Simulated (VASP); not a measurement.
Runs of VASP 6.6.1 on KNbAl4. The structure is that of space group F-43m (No. 216), or close to it. The cells are those of the table. 

```csv
task,spin,cell,cutoff (eV),gap on the mesh (eV),pressure (GPa),largest force (eV/Å)
relaxation of cell and atoms,off,"relaxed from a = 5.307 Å, angles 60.0°, 6 atoms",600,none,0.0,0.02
single point,"collinear, ferromagnetic start","a = 5.454 Å, angles 60.0°, 6 atoms",520,none,0.4,0.03
single point,off,"a = 5.454 Å, angles 60.0°, 6 atoms",520,none,(a),(b)
single point,off,"a = 5.307 Å, angles 60.0°, 6 atoms",520,none,7.3,0.08
```

Alike in all rows: level PBE; potentials or basis VASP PAW PBE potentials, release 64 (K_sv, Al, Nb_sv); k mesh 4 × 4 × 4; smearing gaussian 0.1 eV.

Problem. Fill in the values left out.

Solution. (a) -0.1; (b) 0.01.

Caveats: some runs use coarse meshes.

A k mesh can miss the band edges, and the runs leave out spin-orbit coupling on Nb.

A gap of «none» marks levels without a gap at the run's occupations.
